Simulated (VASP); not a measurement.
Runs of VASP 6.6.1 on Os. The structure is that of space group Pm-3n (No. 223), or close to it. The cells are those of the table. 

| task | cell | k mesh | cutoff (eV) | gap on the mesh (eV) | pressure (GPa) |
| --- | --- | --- | --- | --- | --- |
| relaxation of cell and atoms | relaxed from a = 4.857 Å, 8 atoms | 4 × 4 × 4 | 600 | none | 0.0 |
| single point | a = 4.904 Å, 8 atoms | 4 × 4 × 4 | 520 | none | (a) |
| single point | a = 4.909 Å, 8 atoms | 8 × 8 × 8 | 520 | none | 0.0 |
| single point | a = 4.857 Å, 8 atoms | 4 × 4 × 4 | 520 | none | 11.4 |

Alike in all rows: level PBE; potentials or basis VASP PAW PBE potentials, release 64 (Os); no spin polarisation; smearing gaussian 0.1 eV.

Task: Estimate the missing entries.

Result: (a) -0.1.

Caveats: spin-orbit coupling is left out, which moves the levels of the heavy elements; the cell stands under pressure (at least some runs).

A k mesh can miss the band edges, and the runs leave out spin-orbit coupling on Os.

A gap of «none» marks levels without a gap at the run's occupations.
